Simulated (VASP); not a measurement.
Crystal: MgO (Periclase).

```
CELL_PARAMETERS angstrom
0.00000 2.10713 2.10713
2.10713 0.00000 2.10713
2.10713 2.10713 0.00000
ATOMIC_POSITIONS crystal
Mg 0.00000 0.00000 0.00000
O 0.50000 0.50000 0.50000
```

Base run:

- Program: VASP 6.6.1
- Functional: PBEsol
- Potentials or basis: VASP PAW PBE potentials, release 64 (Mg, O)
- Cutoff: 520 eV
- k mesh: 10 × 10 × 10
- Occupations: gaussian, width 0.02 eV
- Spin: no spin polarisation

Its results: band gap on the k mesh 4.62 eV, direct; pressure -0.5 GPa.

Q: The run is repeated on the same cell with these changes: functional from PBEsol to r2SCAN; further incar settings from ALGO = Normal; EDIFF = 1e-07; NBANDS = 11 to ALGO = Normal; EDIFF = 1e-06; NBANDS = 11. What comes out?

A: Band gap on the k mesh 5.59 eV, direct; pressure -2.3 GPa.

Caveats: the PAW data sets were made with another functional, which shifts forces and pressure a little.

